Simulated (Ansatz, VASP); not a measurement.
Two plane-wave programs on Na

```
Na
1.0
    -1.86335    1.86335    2.61184
     1.86335   -1.86335    2.61184
     1.86335    1.86335   -2.61184
Na
1
Direct
  0.00000 0.00000 0.00000
```

Alike in both runs: functional PBEsol; k mesh 16 × 16 × 16; occupations gaussian, width 0.1 eV; no spin polarisation.

Ansatz relaxed the structure, and its values are those at the end. VASP's run is a single point on that final structure, the one shown.

|  | VASP | Ansatz |
| --- | --- | --- |
| version | VASP 6.6.1 | Ansatz 0.2.0 |
| potentials or method | VASP PAW PBE potentials, release 64 (Na_pv), cutoff 520 eV | scalar-relativistic, plane waves, PAW |
| valence electrons in the cell | 7 | 9 |

|  | VASP | Ansatz | Ansatz less VASP |
| --- | --- | --- | --- |
| gap on the k mesh at the Fermi level (eV) | none | none | - |
| pressure (GPa) | 0.0 | 0.0 | +0.03 |

VASP's potentials were made for PBE, not for PBEsol. A gap of «none» marks a metal or a gap that the smearing closes. The functional is the same, so the differences come from potentials, cutoffs and numerics. VASP's potentials hold 7 valence electrons a cell and Ansatz's 9, so a difference there can come from the potentials and not from the codes.
